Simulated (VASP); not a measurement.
**GeSb4Te7: single point with PBEsol**

Crystal: GeSb4Te7.

```
Te Sb Ge
1.0
     4.28930    0.00000    0.00000
    -2.14465    3.71464    0.00000
     0.00000    0.00000   24.63778
Te Sb Ge
7 4 1
Direct
  0.00000 0.00000 0.28102
  0.00000 0.00000 0.00000
  0.33333 0.66667 0.56861
  0.66667 0.33333 0.43139
  0.00000 0.00000 0.71898
  0.66667 0.33333 0.15027
  0.33333 0.66667 0.84973
  0.66667 0.33333 0.65025
  0.33333 0.66667 0.08110
  0.33333 0.66667 0.34975
  0.66667 0.33333 0.91890
  0.00000 0.00000 0.50000
```

```
Program             : VASP 6.6.1
Task                : single point
Functional          : PBEsol
Potentials or basis : VASP PAW PBE potentials, release 64 (Te, Sb, Ge_d)
Cutoff              : 520 eV
k mesh              : 7 × 7 × 2
Occupations         : fermi-dirac, width 0.05 eV
Spin                : no spin polarisation
```

```json
{
  "Pressure": "-1.6 GPa",
  "Largest force": "0.098 eV/Å",
  "Band gap on the k mesh": "0.36 eV, direct"
}
```

Forces in eV/Å, atoms in the order of the input:
```
Te   0.000  0.000 -0.014
Te   0.000  0.000  0.000
Te   0.000  0.000 -0.001
Te   0.000  0.000  0.001
Te   0.000  0.000  0.014
Te   0.000  0.000 -0.001
Te   0.000  0.000  0.001
Sb   0.000  0.000 -0.076
Sb   0.000  0.000 -0.098
Sb   0.000  0.000  0.076
Sb   0.000  0.000  0.098
Ge   0.000  0.000  0.000
```

Stress tensor (GPa, compression positive):
```
-1.54  0.00  0.00
 0.00 -1.54  0.00
 0.00  0.00 -1.64
```

Levels at points of the mesh, in eV from the valence-band top:
| k point | band 36 | band 37 | band 38 | band 39 | band 40 | band 41 |
| --- | --- | --- | --- | --- | --- | --- |
| (0.00, 0.00, 0.00) | -0.99 | -0.26 | -0.08 | 0.47 | 0.52 | 0.66 |
| (0.00, 0.00, 0.50) | -0.87 | -0.33 | 0.00 | 0.36 | 0.60 | 0.62 |

It took 6.1 min on 1 thread of Oxide Virtual Turin-like Processor, with other jobs on the host, peak memory 0.61 GiB.

Caveat: the PAW data sets were made with another functional, which shifts forces and pressure a little; spin-orbit coupling is left out, which moves the levels of the heavy elements; this functional lacks dispersion, which binds the layers, so the pressure and a relaxed spacing across them are unreliable. A k mesh can miss the band edges.
